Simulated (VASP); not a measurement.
Wanted: the native input for a VASP 6.6.1 run.

| Property | Result |
| --- | --- |
| Task | single point |
| Functional | PBEsol |
| Potentials or basis | VASP PAW PBE potentials, release 64 (Sn_d, O) |
| Cutoff | 520 eV |
| k mesh | 6 × 5 × 1 |
| Occupations | gaussian, width 0.1 eV |
| Spin | no spin polarisation |
| Dipole correction | yes |
| Further INCAR settings | ALGO = Normal; EDIFF = 1e-06; NBANDS = 69 |

The structure of Sn8O lies in POSCAR:

```
Sn8O
1.0
    4.6255804186      0.0000000000      0.0000000000
    0.0000000000      6.5415585618      0.0000000000
    0.0000000000      0.0000000000     25.9383706279
Sn O
8 1
Direct
    0.5000000000      0.0000000000      0.3276998437
    0.0000000000      0.2500000000      0.3276998437
    0.0000000000      0.5000000000      0.4168646660
    0.5000000000      0.7500000000      0.4168646660
    0.5000000000     -0.0008212281      0.5077593930
    0.0000000000      0.2508212281      0.5077593930
    0.0000000000      0.5006201598      0.5966396219
    0.5000000000      0.7493798402      0.5966396219
    0.0000000000      1.1672868265      0.5875382308
```

The input as run:

INCAR

```
PREC = Accurate
ENCUT = 520
EDIFF = 1E-6
ISMEAR = 0
SIGMA = 0.1
LREAL = False
LASPH = True
NELM = 60
ALGO = Normal
ISIF = 2
LWAVE = False
LCHARG = False
LDIPOL = True
IDIPOL = 3
DIPOL = 0.5 0.5 0.476
GGA = PS
NBANDS = 69
```

KPOINTS

```
Automatic mesh
0
Gamma
  6 5 1
```

Potentials or basis: VASP PAW PBE potentials, release 64 (Sn_d, O).

Launch:

```console
$ cat potpaw_PBE.64/Sn_d/POTCAR potpaw_PBE.64/O/POTCAR > POTCAR
$ mpirun -np 1 vasp_std > vasp.out
```

Results of the run:

```yaml
Largest_force: 1.834 eV/Å
Band_gap_on_the_k_mesh: zero (bands 59 and 60 overlap by 0.31 eV)
```

Caveat: the PAW data sets were made with another functional, which shifts forces and pressure a little; spin-orbit coupling is left out, which moves the levels of the heavy elements.

Run time: 40 min on 1 thread of Intel Xeon 8259CL, on a shared host, peak memory 0.97 GiB.
